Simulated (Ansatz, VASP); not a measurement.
# GaP in VASP and in Ansatz

The input INCAR:

```
ALGO     = Normal         # electronic algorithm
EDIFF    = 1E-6           # SCF threshold, eV
ENCUT    = 500            # plane-wave cutoff, eV
GGA      = PE             # functional
GGA_COMPAT= F            
ISIF     = 2              # what is computed and relaxed
ISMEAR   = 0              # smearing method
LASPH    = T              # aspherical terms in the spheres
LCHARG   = F              # write CHGCAR
LREAL    = F              # projectors in reciprocal space
LWAVE    = F              # write WAVECAR
NBANDS   = 26             # bands
NELM     = 120            # most SCF steps
PREC     = Accurate       # precision mode
SIGMA    = 0.05           # smearing width, eV
```

KPOINTS

```
k-points
0
Gamma
  9 9 9
```

The input POSCAR:

```
GaP
1.0
    2.0880865581      1.2055573364      5.4700259323
   -2.0880865581      1.2055573364      5.4700259323
    0.0000000000     -2.4111146729      5.4700259323
Ga P
2 2
Direct
    0.4355841032      0.4355841032      0.4355841032
    0.5644158968      0.5644158968      0.5644158968
    0.0575077006      0.0575077006      0.0575077006
    0.9424922994      0.9424922994      0.9424922994
```

Input for Ansatz:

```yaml
crystal:
  lattice:
    - [2.0880865581, 1.2055573364, 5.4700259323]
    - [-2.0880865581, 1.2055573364, 5.4700259323]
    - [0.0, -2.4111146729, 5.4700259323]
  atoms:
    - { symbol: Ga, position: [0.4355841032, 0.4355841032, 0.4355841032] }
    - { symbol: Ga, position: [0.5644158968, 0.5644158968, 0.5644158968] }
    - { symbol: P, position: [0.0575077006, 0.0575077006, 0.0575077006] }
    - { symbol: P, position: [0.9424922994, 0.9424922994, 0.9424922994] }
basis:
  ecutwfc: 420
kpoints:
  mp_grid: { grid: [9, 9, 9] }
hamiltonian:
  xc: pbe
  pseudopotentials: { kind: paw, azcp: { folder: soft_1 } }
scf:
  occupations: { method: gaussian, width: 0.05 }
output:
  forces: true
  stress: true
  eigenvalues: true
```

Change from the starting cell: strain +e along x and -e along y +0.0000, strain +e along z and -e/2 along x and y -0.1500.

Alike in both runs: task single point; functional PBE; k mesh 9 × 9 × 9; occupations gaussian, width 0.05 eV; no spin polarisation.

|  | VASP | Ansatz |
| --- | --- | --- |
| version | VASP 6.6.1 | Ansatz 0.2.0 |
| potentials or method | VASP PAW PBE potentials, release 64 (Ga_d, P), cutoff 500 eV | scalar-relativistic, plane waves, PAW |
| valence electrons in the cell | 36 | 36 |

VASP gave:

| Quantity | Value |
| --- | --- |
| gap on the k mesh at the Fermi level (eV) | none |
| pressure (GPa) | 12.3 |
| traceless stress, the component that is largest in VASP (GPa) | 39.61 |
| rms of the force components (eV/Å) | 3.106 |

Which values does Ansatz return?

gap on the k mesh at the Fermi level (eV): none; pressure (GPa): 12.4; traceless stress, the component that is largest in VASP (GPa): 39.97; rms of the force components (eV/Å): 3.153.

Atom by atom the forces differ by 0.058 eV/Å (rms over components). A gap of «none» marks a metal or a gap that the smearing closes.
